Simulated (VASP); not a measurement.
# ScGaTeSe2 (P-6m2) in VASP: further runs, part 2 of 2

VASP 6.6.1.

## Step 3: Relaxation of cell and atoms, PBE

This run uses another cell than the first one, of 29.40 Å³/atom.

INCAR

```
SYSTEM = ScGaTeSe2
PREC = Accurate ; ENCUT = 600
EDIFF = 1E-7 ; ISMEAR = 0
SIGMA = 0.1 ; LREAL = .False.
LASPH = .True. ; NELM = 80
ALGO = Normal ; ISIF = 3
LWAVE = .False. ; LCHARG = .False.
GGA = PE ; IBRION = 2
NSW = 90 ; EDIFFG = -0.04
```

KPOINTS

```
regular mesh
0
Gamma
  6 6 4
  0 0 0
```

POSCAR

```
ScGaTeSe2
1.0
    5.3375856900      0.0000000000      0.0000000000
   -2.6687928500      4.6224848100      0.0000000000
    0.0000000000      0.0000000000      5.9583764000
Sc Ga Te Se
1 1 1 2
Direct
    0.3333333300      0.6666666700      0.0000000000
    0.0000000000      0.0000000000      0.0000000000
    0.3333333300      0.6666666700      0.5000000000
    0.6666666700      0.3333333300      0.3140239400
    0.6666666700      0.3333333300      0.6859760600
```

Potentials or basis: VASP PAW PBE potentials, release 64 (Sc_sv, Ga_d, Te, Se).

On the command line:

```
cat potpaw_PBE.64/Sc_sv/POTCAR potpaw_PBE.64/Ga_d/POTCAR potpaw_PBE.64/Te/POTCAR potpaw_PBE.64/Se/POTCAR > POTCAR
mpirun -np 1 vasp_std > vasp.out
```

OUTCAR:

```text
SYSTEM = ScGaTeSe2
   PREC = Accurate
   ENCUT = 600
   EDIFF = 1E-7
   ISMEAR = 0
   LREAL = .False.
   LASPH = .True.
   NELM = 80
   ISIF = 3
   GGA = PE
   IBRION = 2
   NSW = 90
   EDIFFG = -0.04

 ion  position               nearest neighbor table
   1  0.333  0.667  0.000-   3 2.98   3 2.98   2 3.08   2 3.08   2 3.08
   2  0.000  0.000  0.000-   1 3.08   1 3.08   1 3.08
   3  0.333  0.667  0.500-   1 2.98   1 2.98
   4  0.667  0.333  0.314-   5 2.22
   5  0.667  0.333  0.686-   4 2.22

  LATTYP: Found a hexagonal cell.
 ALAT       =     5.3375856900
 C/A-ratio  =     1.1163055258

  Lattice vectors:

 A1 = (   5.3375856900,   0.0000000000,   0.0000000000)
 A2 = (  -2.6687928500,   4.6224848100,   0.0000000000)
 A3 = (   0.0000000000,   0.0000000000,   5.9583764000)

Analysis of symmetry for initial positions (statically):
=====================================================================
 Subroutine PRICEL returns:
 Original cell was already a primitive cell.

 Routine SETGRP: Setting up the symmetry group for a
 hexagonal supercell.

 Subroutine GETGRP returns: Found 12 space group operations
 (whereof 12 operations were pure point group operations)
 out of a pool of 24 trial point group operations.

The static configuration has the point symmetry D_3h.

Analysis of symmetry for dynamics (positions and initial velocities):
=====================================================================
 Subroutine PRICEL returns:
 Original cell was already a primitive cell.

 Routine SETGRP: Setting up the symmetry group for a
 hexagonal supercell.

 Subroutine GETGRP returns: Found 12 space group operations
 (whereof 12 operations were pure point group operations)
 out of a pool of 24 trial point group operations.

The dynamic configuration has the point symmetry D_3h.

 Subroutine INISYM returns: Found 12 space group operations
 (whereof 12 operations are pure point group operations),
 and found     1 'primitive' translations

[... 129 lines left out ...]
 Gauss-broadening in eV      SIGMA  =   0.10
  energy-cutoff  :      600.00
  volume of cell :      147.01
 maximum number of plane-waves:      4962
 NGX is ok and might be reduce to    48
   NGX = 21   NGY = 21   NGZ = 23

--------------------------------------- Ionic step        1  -------------------------------------------

 number of electron      41.9999999 magnetization

 Free energy of the ion-electron system (eV)
  ---------------------------------------------------
  ext. energy  EPLUGINS =         0.00000000
  ---------------------------------------------------
  free energy    TOTEN  =       -18.52839831 eV

  energy without entropy =      -18.49319441  energy(sigma->0) =      -18.51079636

------------------------ aborting loop because EDIFF is reached ----------------------------------------

  FORCE on cell =-STRESS in cart. coord.  units (eV):
  Direction    XX          YY          ZZ          XY          YZ          ZX
  --------------------------------------------------------------------------------------
  -------------------------------------------------------------------------------------
  Total       -1.3962610     -1.3962610     -0.8303689      0.0000000      0.0000000     -0.0000000
  in kB      -15.2169955    -15.2169956     -9.0496827      0.0000000      0.0000000     -0.0000000
  external PRESSURE =     -13.1612246 kB  Pullay stress =       0.0000000 kB
[... 98 lines left out ...]
  FREE ENERGIE OF THE ION-ELECTRON SYSTEM (eV)
  ---------------------------------------------------
  free  energy   TOTEN  =       -19.7251415630 eV

  energy  without entropy=      -19.7083603660  energy(sigma->0) =      -19.71675096

 E-fermi :   4.8040     XC(G=0):  -9.6250

 val. band max:        4.7736297387   @ k =   0.1667   0.1667   0.5000
 cond. band min:       4.8586126174   @ k =   0.1667   0.0000   0.5000
 fundamental gap:      0.0849828787
 Fermi energy:         4.8039869433

 k-point     1 :       0.0000    0.0000    0.0000
  band No.  band energies     occupation
      1     -45.4559      2.00000
      2     -24.1256      2.00000
      3     -24.1256      2.00000
      4     -24.0357      2.00000
      5     -10.3734      2.00000
      6     -10.3505      2.00000
[... 577 lines left out ...]
     24       6.6595      0.00000
     25       6.7462      0.00000

[... ionic steps 4 to 13 ...]

--------------------------------------- Ionic step       14  -------------------------------------------

 number of electron      42.0000002 magnetization

------------------------ aborting loop because EDIFF is reached ----------------------------------------
[... 73 lines left out ...]
--------------------------------------- Ionic step       16  -------------------------------------------

 number of electron      42.0000001 magnetization

 Free energy of the ion-electron system (eV)
  ---------------------------------------------------
  ext. energy  EPLUGINS =         0.00000000
  ---------------------------------------------------
  free energy    TOTEN  =       -20.04215433 eV

  energy without entropy =      -20.02719973  energy(sigma->0) =      -20.03467703

 E-fermi :   4.6965     XC(G=0):  -9.5725

 val. band max:        4.6620394062   @ k =   0.1667   0.1667   0.5000
 cond. band min:       4.7455298563   @ k =   0.1667   0.0000   0.5000
 fundamental gap:      0.0834904501
 Fermi energy:         4.6965102827

 k-point     1 :       0.0000    0.0000    0.0000
  band No.  band energies     occupation
      1     -45.5919      2.00000
      2     -24.2606      2.00000
      3     -24.2606      2.00000
      4     -24.1666      2.00000
      5     -10.4830      2.00000
      6     -10.4610      2.00000
[... 609 lines left out ...]
  FREE ENERGIE OF THE ION-ELECTRON SYSTEM (eV)
  ---------------------------------------------------
  free  energy   TOTEN  =       -20.0421543330 eV

  energy  without entropy=      -20.0271997270  energy(sigma->0) =      -20.03467703

 reached required accuracy - stopping structural energy minimisation
```

OSZICAR:

```text
N       E                     dE             d eps       ncg     rms          rms(c)
DAV:   1     0.468880059628E+03    0.46888E+03   -0.20437E+04  1076   0.197E+03
DAV:   2     0.458161205845E+02   -0.42306E+03   -0.41995E+03  1090   0.537E+02
DAV:   3    -0.163489177351E+02   -0.62165E+02   -0.61123E+02  1578   0.172E+02
DAV:   4    -0.203364890514E+02   -0.39876E+01   -0.39141E+01  1398   0.400E+01
[... 185 lines left out ...]
DAV:   4    -0.200421567288E+02    0.22300E-03   -0.65980E-04  1668   0.202E-01    0.169E-02
DAV:   5    -0.200421545603E+02    0.21685E-05   -0.45847E-05  1245   0.472E-02    0.657E-03
DAV:   6    -0.200421544469E+02    0.11344E-06   -0.36020E-06  1456   0.153E-02    0.326E-03
DAV:   7    -0.200421543360E+02    0.11091E-06   -0.26490E-07  1116   0.457E-03    0.114E-03
DAV:   8    -0.200421543330E+02    0.30414E-08   -0.37902E-08   672   0.203E-03
  16 F= -.20042154E+02 E0= -.20034677E+02  d E =-.278599E-03
```

CONTCAR:

```text
ScGaTeSe2
   1.00000000000000
     5.1313132843427223    0.0000000002280798   -0.0000000000000000
    -2.5656566467806123    4.4438476655947730    0.0000000000000000
    -0.0000000000000000   -0.0000000000000000    5.6160491337943386
  Sc              Ga              Te              Se
     1     1     1     2
Direct
     0.3333333300000021    0.6666666699999979    0.0000000000000000
     0.0000000000000000    0.0000000000000000    0.0000000000000000
     0.3333333300000021    0.6666666699999979    0.5000000000000000
     0.6666666699999979    0.3333333300000021    0.2338407078558936
     0.6666666699999979    0.3333333300000021    0.7661592921441064

  0.00000000E+00  0.00000000E+00  0.00000000E+00
  0.00000000E+00  0.00000000E+00  0.00000000E+00
  0.00000000E+00  0.00000000E+00  0.00000000E+00
  0.00000000E+00  0.00000000E+00  0.00000000E+00
  0.00000000E+00  0.00000000E+00  0.00000000E+00
```

Run time: 11 min. Hardware: 1 thread of Intel Xeon 6975P-C (Granite Rapids), shared host; peak memory 0.43 GiB.

Results:

```yaml
Free_energy: -20.0422 eV
Relaxed_volume: 25.61 Å³/atom
Relaxed_cell: a = 5.131 Å, b = 5.131 Å, c = 5.616 Å, α = 90.00°, β = 90.00°, γ = 120.00°
Space_group_after_relaxing_to_0.1_Å: P-6m2 (No. 187)
Energy_gained_by_relaxing: 302.8 meV/atom
Ionic_steps: 16
Pressure_after_relaxing: 0.0 GPa
Largest_force_after_relaxing: 0.009 eV/Å
Band_gap_on_the_k_mesh: zero (bands 21 and 22 overlap by 1.00 eV)
```

Forces on the atoms (eV/Å):
```
Sc   0.000  0.000  0.000
Ga   0.000  0.000  0.000
Te   0.000  0.000  0.000
Se   0.000  0.000 -0.009
Se   0.000  0.000  0.009
```

Step by step:
```
step  energy change (eV)  largest force (eV/Å)  pressure (GPa)  volume (Å³)
   1              0.0000                3.4420           -1.32       147.01
   2             -0.8036                1.4060           -3.41       141.93
   3             -1.1967                0.7404           -3.55       137.43
   4             -1.4014                0.7834            1.03       128.72
   5             -1.4486                0.3035           -2.09       132.62
   6             -1.4769                0.0033           -1.29       131.25
   7             -1.4778                0.1024           -1.05       130.92
   8             -1.4815                0.4864            1.10       126.01
   9             -1.4905                0.3019            0.07       128.21
  10             -1.5009                0.1966            0.16       127.67
  11             -1.5099                0.0405            0.51       126.40
  12             -1.5101                0.0022            0.44       126.60
  13             -1.5131                0.0544           -0.25       128.67
  14             -1.5135                0.0411           -0.08       128.14
  15             -1.5134                0.0269            0.11       127.97
  16             -1.5138                0.0087            0.01       128.06
```

Final structure:
```cif
data_structure
_symmetry_space_group_name_H-M 'P 1'
_symmetry_Int_Tables_number 1
_cell_length_a 5.1313
_cell_length_b 5.1313
_cell_length_c 5.6160
_cell_angle_alpha 90.000
_cell_angle_beta 90.000
_cell_angle_gamma 120.000
_cell_volume 128.06
loop_
_atom_site_label
_atom_site_type_symbol
_atom_site_fract_x
_atom_site_fract_y
_atom_site_fract_z
_atom_site_occupancy
Sc1 Sc 0.33333 0.66667 0.00000 1
Ga1 Ga 0.00000 0.00000 0.00000 1
Te1 Te 0.33333 0.66667 0.50000 1
Se1 Se 0.66667 0.33333 0.23384 1
Se2 Se 0.66667 0.33333 0.76616 1
```

Levels at points of the mesh, in eV from the Fermi level:
| k point | band 17 | band 18 | band 19 | band 20 | band 21 | band 22 | band 23 | band 24 | band 25 |
| --- | --- | --- | --- | --- | --- | --- | --- | --- | --- |
| (0.00, 0.00, 0.00) | -2.31 | -1.94 | -1.94 | -1.76 | -1.76 | 1.21 | 1.21 | 1.26 | 1.26 |
| (0.50, 0.00, 0.00) | -2.40 | -2.10 | -1.42 | -0.80 | -0.54 | 0.24 | 1.29 | 1.42 | 1.77 |
| (0.00, 0.00, 0.50) | -3.48 | -3.48 | -1.96 | -1.36 | -0.66 | -0.66 | 0.08 | 0.08 | 1.34 |
| (0.50, 0.00, 0.50) | -3.58 | -3.02 | -1.68 | -1.39 | -0.18 | 0.29 | 0.75 | 0.97 | 1.88 |

Caveat: spin-orbit coupling is left out, which moves the levels of the heavy elements.

## Step 4: Single point, PBE, collinear spin

This run uses another cell than the first one, of 25.60 Å³/atom.

INCAR

```
SYSTEM = ScGaTeSe2
PREC = Accurate
ENCUT = 520
EDIFF = 1E-6
ISMEAR = 0
SIGMA = 0.1
LREAL = .FALSE.
LASPH = .TRUE.
NELM = 150
ALGO = Normal
ISIF = 2
LWAVE = .FALSE.
LCHARG = .TRUE.
ISPIN = 2
MAGMOM = 1 0 0 0 0
LORBIT = 11
LMAXMIX = 4
GGA = PE
LELF = .TRUE.
LVHAR = .TRUE.
NBANDS = 33
```

KPOINTS

```
regular mesh
0
G
  6 6 4
  0 0 0
```

POSCAR

```
ScGaTeSe2
1.0
    5.1287975196      0.0000000000      0.0000000000
   -2.5643987598      4.4416689428      0.0000000000
    0.0000000000      0.0000000000      5.6178440754
Sc Ga Te Se
1 1 1 2
Direct
    0.3333333333      0.6666666667      0.0000000000
    0.0000000000      0.0000000000      0.0000000000
    0.3333333333      0.6666666667      0.5000000000
    0.6666666667      0.3333333333      0.2332956846
    0.6666666667      0.3333333333      0.7667043154
```

On the command line:

```
cat potpaw_PBE.64/Sc_sv/POTCAR potpaw_PBE.64/Ga_d/POTCAR potpaw_PBE.64/Te/POTCAR potpaw_PBE.64/Se/POTCAR > POTCAR
mpirun -np 1 vasp_std > vasp.out
```

Wall time 2.4 min (1 thread of Intel Xeon 6975P-C (Granite Rapids), shared host); peak memory 0.38 GiB.

It converged, with:

* Free energy: -20.0405 eV
* Pressure: 0.1 GPa
* Largest force: 0.015 eV/Å
* Band gap on the k mesh: zero (filled and empty bands overlap)
* Net moment: 0.00 μB per cell
* Valence electrons inside the program's atomic spheres: Sc 9.32; Ga 11.46; Te 3.38; Se 3.70

Forces in eV/Å, atoms in the order of the input:
```
Sc   0.000  0.000  0.000
Ga   0.000  0.000  0.000
Te   0.000  0.000  0.000
Se   0.000  0.000  0.015
Se   0.000  0.000 -0.015
```

Levels at points of the mesh, in eV from the Fermi level:
Spin up:
```csv
k point,band 19,band 20,band 21,band 22,band 23,band 24
"(0.00, 0.00, 0.00)",-1.94,-1.76,-1.76,1.21,1.21,1.26
"(0.50, 0.00, 0.00)",-1.42,-0.80,-0.55,0.24,1.29,1.42
"(0.00, 0.00, 0.50)",-1.97,-1.34,-0.66,-0.66,0.08,0.08
"(0.50, 0.00, 0.50)",-1.66,-1.40,-0.17,0.29,0.75,0.97
```
Spin down:
| k point | band 18 | band 19 | band 20 | band 21 | band 22 | band 23 | band 24 | band 25 |
| --- | --- | --- | --- | --- | --- | --- | --- | --- |
| (0.00, 0.00, 0.00) | -1.94 | -1.94 | -1.76 | -1.76 | 1.21 | 1.21 | 1.26 | 1.26 |
| (0.50, 0.00, 0.00) | -2.11 | -1.42 | -0.80 | -0.55 | 0.24 | 1.29 | 1.42 | 1.77 |
| (0.00, 0.00, 0.50) | -3.47 | -1.97 | -1.34 | -0.66 | -0.66 | 0.08 | 0.08 | 1.34 |
| (0.50, 0.00, 0.50) | -3.04 | -1.66 | -1.40 | -0.17 | 0.29 | 0.75 | 0.97 | 1.82 |

Caveat: spin-orbit coupling is left out, which moves the levels of the heavy elements.

## Step 5: Overview

```tsv
task	spin	cell	k mesh	cutoff (eV)	gap on the mesh (eV)	pressure (GPa)	largest force (eV/Å)
single point	off	a = 5.043, b = 5.043, c = 5.727 Å, angles 90.0, 90.0, 120.0°, 5 atoms, atomic positions A	12 × 12 × 8	520	none	0.1	-
relaxation of cell and atoms	off	relaxed from a = 5.338, b = 5.338, c = 5.958 Å, angles 90.0, 90.0, 120.0°, 5 atoms, atomic positions B	6 × 6 × 4	600	none	0.0	0.01
single point	collinear	a = 5.129, b = 5.129, c = 5.618 Å, angles 90.0, 90.0, 120.0°, 5 atoms, atomic positions C	6 × 6 × 4	520	none	0.1	0.02
```

Alike in all rows: level PBE; potentials or basis VASP PAW PBE potentials, release 64 (Sc_sv, Ga_d, Te, Se); smearing gaussian 0.1 eV.

Caveats: spin-orbit coupling is left out, which moves the levels of the heavy elements.

Total energies depend on the potentials used, so only differences within one code and one set of settings carry meaning.

The gap in the log of VASP goes by the Fermi energy; the results here count the filled bands.